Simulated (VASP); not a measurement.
A run of VASP 6.6.1:

The input INCAR:

```
ALGO = Normal
EDIFF = 1E-6
ENCUT = 520
GGA = PE
ISIF = 2
ISMEAR = 0
LASPH = T
LCHARG = F
LREAL = F
LWAVE = F
NBANDS = 13
NELM = 60
PREC = Accurate
SIGMA = 0.15
```

The input KPOINTS:

```
k-points
0
Gamma
  20 20 20
```

File POSCAR:

```
W
1.0
   -1.4695160000      1.4695160000      1.5334080000
    1.4695160000     -1.4695160000      1.5334080000
    1.4695160000      1.4695160000     -1.5334080000
W
1
Direct
    0.0000000000      0.0000000000      0.0000000000
```

Potentials or basis: VASP PAW PBE potentials, release 64 (W_sv).

Launch:

```bash
$ cat potpaw_PBE.64/W_sv/POTCAR > POTCAR
$ mpirun -np 1 vasp_std > vasp.out
```

Hardware: 1 thread of Intel(R) Xeon(R) Platinum 8375C CPU @ 2.90GHz (Ice Lake) (shared host).

**Question.** Estimate the wall time of this run.

**Answer.** It took 69 s on 1 thread of Intel(R) Xeon(R) Platinum 8375C CPU @ 2.90GHz (Ice Lake) (shared host), peak memory 0.21 GiB. Counts: scf iterations 11, k points 641.
